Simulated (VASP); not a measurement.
Runs of VASP 6.6.1 on TiN. The structure is that of space group Fm-3m (No. 225), or close to it. The cells are those of the table. 

| cell | k mesh | gap on the mesh (eV) | pressure (GPa) |
| --- | --- | --- | --- |
| a = 3.021 Å, angles 60.0°, 2 atoms | 13 × 13 × 13 | none | (a) |
| a = 3.001 Å, angles 60.0°, 2 atoms | 10 × 10 × 10 | none | (b) |
| a = 2.960 Å, angles 60.0°, 2 atoms | 13 × 13 × 13 | none | 13.5 |
| a = 2.940 Å, angles 60.0°, 2 atoms | 13 × 13 × 13 | none | 20.8 |
| a = 2.981 Å, angles 60.0°, 2 atoms | 13 × 13 × 13 | none | 6.9 |

Alike in all rows: task electric field gradients; level PBE; potentials or basis VASP PAW PBE potentials, release 64 (Ti_sv, N); no spin polarisation; cutoff (eV) 520; smearing fermi-dirac 0.05 eV.

Problem. Estimate the missing entries.

Solution. (a) -4.3; (b) 1.0.

A gap of «none» marks levels without a gap at the run's occupations.
